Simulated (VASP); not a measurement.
A run of VASP 6.6.1:

Contents of INCAR:

```
PREC = Accurate
ENCUT = 520
EDIFF = 1E-8
ISMEAR = -1
SIGMA = 0.05
LREAL = F
LASPH = T
NELM = 60
ALGO = Normal
ISIF = 2
LWAVE = F
LCHARG = F
GGA = PE
LEFG = T
NBANDS = 33
```

Contents of KPOINTS:

```
Automatic mesh
0
Gamma
  7 7 10
```

Contents of POSCAR:

```
TiO2
1.0
    4.5940000000      0.0689100000      0.0689100000
    0.0689100000      4.5940000000      0.0689100000
    0.0443850000      0.0443850000      2.9590000000
Ti O
2 4
Direct
    0.0000000000      0.0000000000      0.0000000000
    0.5000000000      0.5000000000      0.5000000000
    0.3060000000      0.3060000000      0.0000000000
    0.1940000000      0.8060000000      0.5000000000
    0.6940000000      0.6940000000      0.0000000000
    0.8060000000      0.1940000000      0.5000000000
```

Potentials or basis: VASP PAW PBE potentials, release 64 (Ti_sv, O).

Run with:

```bash
$ cat potpaw_PBE.64/Ti_sv/POTCAR potpaw_PBE.64/O/POTCAR > POTCAR
$ mpirun -np 1 vasp_std > vasp.out
```

Hardware: 1 thread of AMD EPYC 9R45 96-Core Processor (Zen 5), with other jobs on the host.

How long does it take, and how much memory?

Wall time 3 min on 1 thread of AMD EPYC 9R45 96-Core Processor (Zen 5), with other jobs on the host, peak memory 0.31 GiB. Counts: scf iterations 20, k points 144.
